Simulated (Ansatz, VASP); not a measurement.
## Ga in VASP and in Ansatz

```xyz
1
Lattice="0.0000 2.1141 2.1141 2.1141 0.0000 2.1141 2.1141 2.1141 0.0000" Properties=species:S:1:pos:R:3 pbc="T T T"
Ga    0.0000    0.0000    0.0000
```

Alike in both runs: task single point; functional RPBE; k mesh 14 × 14 × 14; occupations fermi-dirac, width 0.1 eV; no spin polarisation.

```csv
,VASP,Ansatz
version,VASP 6.6.1,Ansatz 0.2.0
potentials or method,"VASP PAW PBE potentials, release 64 (Ga_d), cutoff 520 eV","plane waves (420 eV) with PAW, scalar-relativistic"
valence electrons in the cell,13,13
```

Ansatz gave:

| Quantity | Value |
| --- | --- |
| pressure (GPa) | 1.8 |

Problem. Estimate VASP's values.

Solution. Pressure (GPa): 1.9.

VASP's potentials were made for PBE, not for RPBE.
